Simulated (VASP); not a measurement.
Here is a VASP 6.6.1 calculation.

Contents of INCAR:

```
PREC     = Accurate       # precision mode
ENCUT    = 520            # plane-wave cutoff, eV
EDIFF    = 1E-6           # SCF threshold, eV
ISMEAR   = -1             # smearing method
SIGMA    = 0.05           # smearing width, eV
LREAL    = False          # projectors in reciprocal space
LASPH    = True           # aspherical terms in the spheres
NELM     = 150            # most SCF steps
ALGO     = Normal         # electronic algorithm
ISIF     = 2              # what is computed and relaxed
LWAVE    = False          # write WAVECAR
LCHARG   = False          # write CHGCAR
ISPIN    = 2              # spin polarisation
MAGMOM   = 0.5 0          # initial moments
LORBIT   = 11             # projections on sites
NUPDOWN  = 0.5            # fixed moment
LMAXMIX  = 4              # l up to which the mixer works
GGA      = PS             # functional
NBANDS   = 18             # bands
```

The input KPOINTS:

```
regular mesh
0
Gamma
  8 8 7
```

The input POSCAR:

```
AlNi
1.0
    1.9386940000     -1.9531901500      0.0000000000
    1.9386940000      1.9531901500      0.0000000000
    0.0000000000      0.0000000000      3.0994300413
Ni Al
1 1
Direct
    0.5000000000      0.5000000000      0.5000000000
    0.0000000000      0.0000000000      0.0000000000
```

Potentials or basis: VASP PAW PBE potentials, release 64 (Ni, Al).

Run with:

```sh
$ cat potpaw_PBE.64/Ni/POTCAR potpaw_PBE.64/Al/POTCAR > POTCAR
$ mpirun -np 1 vasp_std > vasp.out
```

**Question.** Predict the pressure.

**Answer.** 1.3 GPa.

Stress tensor (GPa, compression positive):
```
 3.99  0.00  0.00
 0.00  2.41  0.00
 0.00  0.00 -2.38
```

Caveat: the PAW data sets were made with another functional, which shifts forces and pressure a little; the total moment is fixed, so each spin has its own Fermi level.
